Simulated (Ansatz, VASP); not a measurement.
**Two plane-wave programs on Pt**

```
CELL_PARAMETERS angstrom
0.00000 2.82463 2.82463
2.82463 0.00000 2.82463
2.82463 2.82463 0.00000
ATOMIC_POSITIONS crystal
Pt 0.12500 0.12500 0.12500
Pt 0.87500 0.87500 0.87500
```

Alike in both runs: functional LDA; k mesh 10 × 10 × 10; occupations fermi-dirac, width 0.1 eV; no spin polarisation.

Ansatz relaxed the structure, and its values are those at the end. VASP's run is a single point on that final structure, the one shown.

```csv
,VASP,Ansatz
version,VASP 6.6.1,Ansatz 0.2.0
potentials or method,"VASP PAW LDA potentials, release 64 (Pt), cutoff 520 eV","plane waves (420 eV) with PAW, scalar-relativistic"
valence electrons in the cell,20,36
```

```csv
,VASP,Ansatz,Ansatz less VASP
pressure (GPa),0.0,0.0,-0.04
```

Ansatz warns that its potentials were made for another functional, while VASP's fit it. LDA's correlation is that of Perdew and Zunger in VASP and of Perdew and Wang (1992) in Ansatz. VASP's potentials hold 20 valence electrons a cell and Ansatz's 36, so a difference there can come from the potentials and not from the codes.

Spin-orbit coupling is off throughout.
